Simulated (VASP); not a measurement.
Here is a VASP 6.6.1 calculation.

Contents of INCAR:

```
SYSTEM = SiC
  ALGO = Normal
  EDIFF = 1E-7
  ENCUT = 520
  GGA = PE
  ISIF = 2
  ISMEAR = 0
  LASPH = .TRUE.
  LCHARG = .TRUE.
  LELF = .TRUE.
  LREAL = .FALSE.
  LVHAR = .TRUE.
  LWAVE = .FALSE.
  NBANDS = 36
  NELM = 80
  PREC = Accurate
  SIGMA = 0.02
```

The input KPOINTS:

```
k-points
0
G
  12 12 2
  0 0 0
```

POSCAR

```
SiC
1.0
    3.1554412335      0.0000000000      0.0000000000
   -1.5777206167      2.7326922683      0.0000000000
    0.0000000000      0.0000000000     15.4868259068
Si C
6 6
Direct
    0.0000000000      0.0000000000      0.1250544042
    0.0000000000      0.0000000000      0.6250544042
    0.3333333333      0.6666666667      0.2918084785
    0.6666666667      0.3333333333      0.7918084785
    0.3333333333      0.6666666667      0.9582892648
    0.6666666667      0.3333333333      0.4582892648
    0.0000000000      0.0000000000     -0.0003104559
    0.0000000000      0.0000000000      0.4996895441
    0.3333333333      0.6666666667      0.1668441455
    0.6666666667      0.3333333333      0.6668441455
    0.3333333333      0.6666666667      0.8333141628
    0.6666666667      0.3333333333      0.3333141628
```

Potentials or basis: VASP PAW PBE potentials, release 64 (Si, C).

Command:

```bash
$ cat potpaw_PBE.64/Si/POTCAR potpaw_PBE.64/C/POTCAR > POTCAR
$ mpirun -np 1 vasp_std > vasp.out
```

(1) What does it give for the band gap on the k mesh?

(2) Estimate the pressure.

(3) What does it give for the largest force?

Results:

(1) 2.04 eV (least direct gap 3.12 eV).

(2) -11.1 GPa.

(3) 0.010 eV/Å.

Caveat: the cell stands under tension.
